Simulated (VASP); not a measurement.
# RbCl (Fm-3m) in VASP: notebook

Runs on RbCl. Level: LDA. Tasks: single point.

Program: VASP 6.6.1. These are calculated values, not measurements. Logs are shortened: lines on timing, memory, paths and dates and some standing lists are left out, and cuts for length are marked.

**1. The cell of the first run**

Symmetry: Fm-3m, No. 225, cubic system. Conventional cell: a = 6.016 Å, b = 6.016 Å, c = 6.016 Å, α = 90.00°, β = 90.00°, γ = 90.00°. Within 4.0 Å of Rb (site symmetry m-3m) lie 6 Cl at 3.01 Å. Cl (site symmetry m-3m) has 6 Rb at 3.01 Å within 4.0 Å.

**2. Single point, LDA**

INCAR

```
SYSTEM = RbCl
ALGO = Normal
EDIFF = 1E-6
ENCUT = 500
GGA_COMPAT = .FALSE.
ISIF = 2
ISMEAR = 0
LASPH = .TRUE.
LCHARG = .TRUE.
LELF = .TRUE.
LREAL = .FALSE.
LVHAR = .TRUE.
LWAVE = .FALSE.
NBANDS = 15
NELM = 120
PREC = Accurate
SIGMA = 0.01
```

KPOINTS

```
k-points
0
G
  6 6 6
  0 0 0
```

POSCAR

```
RbCl
1.0
    0.0000000000      3.0079028723      3.0079028723
    3.0079028723      0.0000000000      3.0079028723
    3.0079028723      3.0079028723      0.0000000000
Rb Cl
1 1
Direct
    0.0000000000      0.0000000000      0.0000000000
    0.5000000000      0.5000000000      0.5000000000
```

Potentials or basis: VASP PAW LDA potentials, release 64 (Rb_sv, Cl).

Run with:

```bash
$ cat potpaw_LDA.64/Rb_sv/POTCAR potpaw_LDA.64/Cl/POTCAR > POTCAR
$ mpirun -np 1 vasp_std > vasp.out
```

OUTCAR:

```text
SYSTEM = RbCl
   EDIFF = 1E-6
   ENCUT = 500
   ISIF = 2
   ISMEAR = 0
   LASPH = .TRUE.
   LREAL = .FALSE.
   NELM = 120
   PREC = Accurate

 ion  position               nearest neighbor table
   1  0.000  0.000  0.000-   2 3.01   2 3.01   2 3.01   2 3.01   2 3.01   2 3.01
   2  0.500  0.500  0.500-   1 3.01   1 3.01   1 3.01   1 3.01   1 3.01   1 3.01

  LATTYP: Found a face centered cubic cell.
 ALAT       =     6.0158057446

  Lattice vectors:

 A1 = (   0.0000000000,   3.0079028723,   3.0079028723)
 A2 = (   3.0079028723,   0.0000000000,   3.0079028723)
 A3 = (   3.0079028723,   3.0079028723,   0.0000000000)

Analysis of symmetry for initial positions (statically):
=====================================================================
 Subroutine PRICEL returns:
 Original cell was already a primitive cell.

 Routine SETGRP: Setting up the symmetry group for a
 face centered cubic supercell.

 Subroutine GETGRP returns: Found 48 space group operations
 (whereof 48 operations were pure point group operations)
 out of a pool of 48 trial point group operations.

The static configuration has the point symmetry O_h .

Analysis of symmetry for dynamics (positions and initial velocities):
=====================================================================
 Subroutine PRICEL returns:
 Original cell was already a primitive cell.

 Routine SETGRP: Setting up the symmetry group for a
 face centered cubic supercell.

 Subroutine GETGRP returns: Found 48 space group operations
 (whereof 48 operations were pure point group operations)
 out of a pool of 48 trial point group operations.

The dynamic configuration has the point symmetry O_h .

 Subroutine INISYM returns: Found 48 space group operations
 (whereof 48 operations are pure point group operations),
 and found     1 'primitive' translations

----------------------------------------------------------------------------------------

                                     Primitive cell

  volume of cell :      54.4279

  direct lattice vectors                    reciprocal lattice vectors
     0.000000000  3.007902872  3.007902872    -0.166228772  0.166228772  0.166228772
     3.007902872  0.000000000  3.007902872     0.166228772 -0.166228772  0.166228772
     3.007902872  3.007902872  0.000000000     0.166228772  0.166228772 -0.166228772

  length of vectors
     4.253817036  4.253817036  4.253817036     0.287916678  0.287916678  0.287916678

  position of ions in fractional coordinates (direct lattice)
     0.000000000  0.000000000  0.000000000
     0.500000000  0.500000000  0.500000000

  ion indices of the primitive-cell ions
   primitive index   ion index
                 1           1
                 2           2

----------------------------------------------------------------------------------------

 KPOINTS: k-points

Automatic generation of k-mesh.
 Grid dimensions read from file:
 generate k-points for:    6    6    6

 Generating k-lattice:

  Cartesian coordinates                     Fractional coordinates (reciprocal lattice)
    -0.027704795  0.027704795  0.027704795     0.166666667  0.000000000  0.000000000
     0.027704795 -0.027704795  0.027704795     0.000000000  0.166666667  0.000000000
     0.027704795  0.027704795 -0.027704795     0.000000000  0.000000000  0.166666667

  Length of vectors
     0.047986113  0.047986113  0.047986113

  Shift w.r.t. Gamma in fractional coordinates (k-lattice)
     0.000000000  0.000000000  0.000000000

 Subroutine IBZKPT returns following result:
 ===========================================

 Found     16 irreducible k-points:

 Following reciprocal coordinates:
            Coordinates               Weight
  0.000000  0.000000  0.000000      1.000000
  0.166667  0.000000  0.000000      8.000000
  0.333333  0.000000  0.000000      8.000000
  0.500000  0.000000  0.000000      4.000000
  0.166667  0.166667  0.000000      6.000000
  0.333333  0.166667  0.000000     24.000000
[... 8 lines left out ...]
 -0.333333  0.333333  0.166667     24.000000
 -0.333333  0.500000  0.166667     12.000000
   k-points           NKPTS =     16   k-points in BZ     NKDIM =     16   number of bands    NBANDS=     15
   number of dos      NEDOS =    301   number of ions     NIONS =      2
   total plane-waves  NPLWV =  32768
   dimension x,y,z NGX =    32 NGY =   32 NGZ =   32
   dimension x,y,z NGXF=    64 NGYF=   64 NGZF=   64
   ions per type =               1   1
   NGX,Y,Z   is equivalent  to a cutoff of  12.51, 12.51, 12.51 a.u.
   NGXF,Y,Z  is equivalent  to a cutoff of  25.01, 25.01, 25.01 a.u.
 SYSTEM =  RbCl
   PREC   = accura    normal or accurate (medium, high low for compatibility)
   ISTART =      0    job   : 0-new  1-cont  2-samecut
   ICHARG =      2    charge: 1-file 2-atom 10-const
   ISPIN  =      1    spin polarized calculation?
   LNONCOLLINEAR =      F non collinear calculations
   LSORBIT =      F    spin-orbit coupling
   LASPH  =      T    aspherical Exc in radial PAW
   ENCUT  =  500.0 eV  36.75 Ry    6.06 a.u.   7.76  7.76  7.76*2*pi/ulx,y,z
   NELM   =    120;   NELMIN=  2; NELMDL= -5     # of ELM steps
   EDIFF  = 0.1E-05   stopping-criterion for ELM
   LREAL  =      F    real-space projection
   EDIFFG = 0.1E-04   stopping-criterion for IOM
   NSW    =      0    number of steps for IOM
   IBRION =     -1    ionic relax: 0-MD 1-quasi-New 2-CG
   NFREE  =      0    steps in history (QN), initial steepest desc. (CG)
   ISIF   =      2    stress and relaxation
   ISYM   =      2    0-nonsym 1-usesym 2-fastsym
   POTIM  = 0.5000    time-step for ionic-motion
   TEBEG  =    0.0;   TEEND  =   0.0 temperature during run
   PSTRESS=    0.0 pullay stress
   NELECT =      16.0000    total number of electrons
   NUPDOWN=      -1.0000    fix difference up-down
   EMIN   =  10.00;   EMAX   =-10.00  energy-range for DOS
   EFERMI =   0.00;   METHOD = LEGACY
   ISMEAR =     0;   SIGMA  =   0.01  broadening in eV -4-tet -1-fermi 0-gaus
   EFERMI_NEDOS =   21; number of points for ismear=-14 and -15
   IALGO  =     38    algorithm
   IMIX   =      4    mixing-type and parameters
     AMIX     =   0.40;   BMIX     =  1.00
     AMIX_MAG =   1.60;   BMIX_MAG =  1.00
  volume/ion in A,a.u.               =      27.21       183.65
  Fermi-wavevector in a.u.,A,eV,Ry     =   1.088532  2.057026 16.121556  1.184901
  Thomas-Fermi vector in A             =   2.224715
   LORBIT       =      0    0 simple, 1 ext, 2 COOP (PROOUT), +10 PAW based schemes
   GGA     = CA    functional components
   LHFCALC =     F    Hartree Fock is set to
   AEXX    =    0.0000 exact exchange contribution
   IVDW    =     0    specifies the selected vdW correction
   LEPSILON=     F    determine dielectric tensor
   LRPA    =     F    only Hartree local field effects (RPA)
 non-spin polarized calculation
 Gauss-broadening in eV      SIGMA  =   0.01
  energy-cutoff  :      500.00
  volume of cell :       54.43
 maximum number of plane-waves:      1411
   NGX = 15   NGY = 15   NGZ = 15

 number of electron      15.9999998 magnetization

 Free energy of the ion-electron system (eV)
  ---------------------------------------------------
  ext. energy  EPLUGINS =         0.00000000
  ---------------------------------------------------
  free energy    TOTEN  =        -7.09661026 eV

  energy without entropy =       -7.09661026  energy(sigma->0) =       -7.09661026

 E-fermi :  -0.7678     XC(G=0):  -9.0418

 val. band max:       -0.8649188148   @ k =   0.0000   0.0000   0.0000
 cond. band min:       4.5668497389   @ k =   0.5000   0.5000   0.0000
 fundamental gap:      5.4317685537
 Fermi energy:        -0.7678446508

 k-point     1 :       0.0000    0.0000    0.0000
  band No.  band energies     occupation
      1     -24.1748      2.00000
      2     -13.0825      2.00000
      3      -8.2727      2.00000
      4      -8.2727      2.00000
      5      -8.2727      2.00000
      6      -0.8649      2.00000
      7      -0.8649      2.00000
      8      -0.8649      2.00000
      9       4.6448      0.00000
     10       6.8435      0.00000
     11       6.8435      0.00000
     12       6.8435      0.00000
     13       8.1089      0.00000
     14       8.1089      0.00000
     15      11.4072      0.00000

 k-point     2 :       0.1667    0.0000    0.0000
  band No.  band energies     occupation
      1     -24.1582      2.00000
      2     -13.1465      2.00000
      3      -8.2765      2.00000
      4      -8.2765      2.00000
      5      -8.2292      2.00000
      6      -1.3080      2.00000
      7      -1.0587      2.00000
      8      -1.0587      2.00000
      9       5.4768      0.00000
     10       6.6918      0.00000
     11       7.3014      0.00000
     12       7.3014      0.00000
     13       8.7506      0.00000
     14       8.7506      0.00000
     15      12.7968      0.00000

 k-point     3 :       0.3333    0.0000    0.0000
  band No.  band energies     occupation
      1     -24.1246      2.00000
      2     -13.2717      2.00000
      3      -8.2834      2.00000
      4      -8.2834      2.00000
      5      -8.1436      2.00000
      6      -2.0137      2.00000
      7      -1.4085      2.00000
      8      -1.4085      2.00000
      9       6.7589      0.00000
     10       7.2192      0.00000
     11       8.5913      0.00000
     12       8.5913      0.00000
     13      10.3236      0.00000
     14      10.3236      0.00000
     15      13.5671      0.00000

 k-point     4 :       0.5000    0.0000    0.0000
  band No.  band energies     occupation
      1     -24.1077      2.00000
      2     -13.3331      2.00000
      3      -8.2865      2.00000
      4      -8.2865      2.00000
      5      -8.1012      2.00000
      6      -2.3142      2.00000
      7      -1.5684      2.00000
      8      -1.5684      2.00000
      9       7.3472      0.00000
     10       7.6932      0.00000
     11       9.9764      0.00000
     12       9.9764      0.00000
     13      11.1286      0.00000
     14      11.1286      0.00000
     15      12.7744      0.00000
[... 163 lines left out ...]
 k-point    14 :       0.5000    0.3333    0.1667
  band No.  band energies     occupation
      1     -24.1047      2.00000
      2     -13.1890      2.00000
      3      -8.5909      2.00000
      4      -8.5002      2.00000
      5      -8.2452      2.00000
      6      -1.7559      2.00000
      7      -1.3747      2.00000
      8      -0.9952      2.00000
      9       5.9104      0.00000
     10       7.4549      0.00000
     11       9.3118      0.00000
     12       9.9158      0.00000
     13      10.5875      0.00000
     14      11.0558      0.00000
     15      12.3235      0.00000

 k-point    15 :      -0.3333    0.3333    0.1667
  band No.  band energies     occupation
      1     -24.0941      2.00000
      2     -13.1805      2.00000
      3      -8.6696      2.00000
      4      -8.6361      2.00000
      5      -8.1945      2.00000
      6      -1.7765      2.00000
      7      -1.2208      2.00000
      8      -1.1558      2.00000
      9       6.8507      0.00000
     10       6.9449      0.00000
     11       9.6891      0.00000
     12       9.7732      0.00000
     13      11.0809      0.00000
     14      12.2400      0.00000
     15      12.2743      0.00000

 k-point    16 :      -0.3333    0.5000    0.1667
  band No.  band energies     occupation
      1     -24.0899      2.00000
      2     -13.1012      2.00000
      3      -8.8929      2.00000
      4      -8.6715      2.00000
      5      -8.2851      2.00000
      6      -1.4861      2.00000
      7      -1.0449      2.00000
      8      -0.9803      2.00000
      9       5.5848      0.00000
     10       8.0253      0.00000
     11       8.9817      0.00000
     12       9.9776      0.00000
     13      10.9291      0.00000
     14      12.0230      0.00000
     15      12.8487      0.00000

------------------------ aborting loop because EDIFF is reached ----------------------------------------

  FORCE on cell =-STRESS in cart. coord.  units (eV):
  Direction    XX          YY          ZZ          XY          YZ          ZX
  --------------------------------------------------------------------------------------
  -------------------------------------------------------------------------------------
  Total        2.0755646      2.0755646      2.0755646      0.0000000      0.0000000      0.0000000
  in kB       61.0977785     61.0977785     61.0977785      0.0000000      0.0000000      0.0000000
  external PRESSURE =      61.0977785 kB  Pullay stress =       0.0000000 kB

 VOLUME and BASIS-vectors are now :
 -----------------------------------------------------------------------------
  energy-cutoff  :      500.00
  volume of cell :       54.43
      direct lattice vectors                 reciprocal lattice vectors
     0.000000000  3.007902872  3.007902872    -0.166228772  0.166228772  0.166228772
     3.007902872  0.000000000  3.007902872     0.166228772 -0.166228772  0.166228772
     3.007902872  3.007902872  0.000000000     0.166228772  0.166228772 -0.166228772

 POSITION                                       TOTAL-FORCE (eV/Angst)
 -----------------------------------------------------------------------------------
      0.00000      0.00000      0.00000         0.000000     -0.000000      0.000000
      3.00790      3.00790      3.00790        -0.000000      0.000000     -0.000000
 -----------------------------------------------------------------------------------
    total drift:                                0.000000     -0.000000     -0.000000

  FREE ENERGIE OF THE ION-ELECTRON SYSTEM (eV)
  ---------------------------------------------------
  free  energy   TOTEN  =        -7.0966102552 eV

  energy  without entropy=       -7.0966102552  energy(sigma->0) =       -7.09661026
```

Wall time 18 s (1 thread of Intel Xeon 8259CL, shared host); peak memory 0.15 GiB.

Results:

```
Free energy            : -7.0966 eV
Pressure               : 6.1 GPa
Band gap on the k mesh : 5.43 eV (least direct gap 5.46 eV)
```

Caveat: the cell stands under pressure. A k mesh can miss the band edges.

**3. Single point, LDA**

This run uses another cell than the first one, of 32.42 Å³/atom.

INCAR

```
ALGO = Normal
EDIFF = 1E-6
ENCUT = 500
GGA = CA
GGA_COMPAT = False
ISIF = 2
ISMEAR = 0
LASPH = True
LCHARG = True
LELF = True
LREAL = False
LVHAR = True
LWAVE = False
NBANDS = 15
NELM = 120
PREC = Accurate
SIGMA = 0.02
```

KPOINTS

```
k-points
0
Gamma
  6 6 6
```

POSCAR

```
RbCl
1.0
    0.0000000000      3.1885406455      3.1885406455
    3.1885406455      0.0000000000      3.1885406455
    3.1885406455      3.1885406455      0.0000000000
Rb Cl
1 1
Direct
    0.0000000000      0.0000000000      0.0000000000
    0.5000000000      0.5000000000      0.5000000000
```

Potentials or basis: VASP PAW LDA potentials, release 64 (Rb_sv, Cl).

Run with:

```bash
$ cat potpaw_LDA.64/Rb_sv/POTCAR potpaw_LDA.64/Cl/POTCAR > POTCAR
$ mpirun -np 1 vasp_std > vasp.out
```

Wall time 25 s (1 thread of Intel Xeon 8259CL, shared host); peak memory 0.17 GiB.

Results (log left out):

```yaml
Free_energy: -7.2674 eV
Pressure: 0.0 GPa
Band_gap_on_the_k_mesh: 4.86 eV
```

Levels at points of the mesh, in eV from the valence-band top:
| k point | band 5 | band 6 | band 7 | band 8 | band 9 | band 10 | band 11 | band 12 |
| --- | --- | --- | --- | --- | --- | --- | --- | --- |
| (0.00, 0.00, 0.00) | -7.69 | 0.00 | 0.00 | 0.00 | 4.86 | 7.75 | 7.75 | 7.75 |
| (0.50, 0.00, 0.00) | -7.64 | -1.09 | -0.46 | -0.46 | 7.65 | 7.96 | 10.25 | 10.25 |
| (0.50, 0.50, 0.00) | -7.85 | -0.32 | -0.09 | -0.09 | 5.75 | 8.15 | 9.80 | 10.11 |

**4. Single point, LDA**

This run uses another cell than the first one, of 32.42 Å³/atom.

INCAR

```
PREC     = Accurate       # precision mode
ENCUT    = 500            # plane-wave cutoff, eV
EDIFF    = 1E-6           # SCF threshold, eV
ISMEAR   = 0              # smearing method
SIGMA    = 0.01           # smearing width, eV
LREAL    = F              # projectors in reciprocal space
LASPH    = T              # aspherical terms in the spheres
NELM     = 120            # most SCF steps
ALGO     = Normal         # electronic algorithm
ISIF     = 2              # what is computed and relaxed
LWAVE    = F              # write WAVECAR
LCHARG   = F              # write CHGCAR
GGA      = CA             # functional
NBANDS   = 15             # bands
GGA_COMPAT= F
```

KPOINTS

```
regular mesh
0
Gamma
  6 6 6
```

POSCAR is that of step 3.

Run with:

```bash
$ cat potpaw_LDA.64/Rb_sv/POTCAR potpaw_LDA.64/Cl/POTCAR > POTCAR
$ mpirun -np 1 vasp_std > vasp.out
```

It took 23 s on 1 thread of Intel Xeon 8259CL, shared host; peak memory 0.17 GiB.

The run converged. Its results:

```
Free energy            : -7.2674 eV
Pressure               : 0.0 GPa
Band gap on the k mesh : 4.86 eV
```

Levels at points of the mesh, in eV from the valence-band top:
```
           k point  band 5  band 6  band 7  band 8  band 9  band 10  band 11  band 12
(0.00, 0.00, 0.00)   -7.69    0.00    0.00    0.00    4.86     7.75     7.75     7.75
(0.50, 0.00, 0.00)   -7.64   -1.09   -0.46   -0.46    7.65     7.96    10.25    10.25
(0.50, 0.50, 0.00)   -7.85   -0.32   -0.09   -0.09    5.75     8.15     9.80    10.11
```

**5. The runs side by side**

```tsv
cell	smearing	gap on the mesh (eV)	pressure (GPa)
a = 4.254 Å, angles 60.0°, 2 atoms	gaussian 0.01 eV	5.43	6.1
a = 4.509 Å, angles 60.0°, 2 atoms	gaussian 0.02 eV	4.86	0.0
a = 4.509 Å, angles 60.0°, 2 atoms	gaussian 0.01 eV	4.86	0.0
```

Alike in all rows: task single point; level LDA; potentials or basis VASP PAW LDA potentials, release 64 (Rb_sv, Cl); no spin polarisation; k mesh 6 × 6 × 6; cutoff (eV) 500.

Caveats: the cell stands under pressure (at least some runs).

Absolute energies hang on the potentials; compare differences alone.
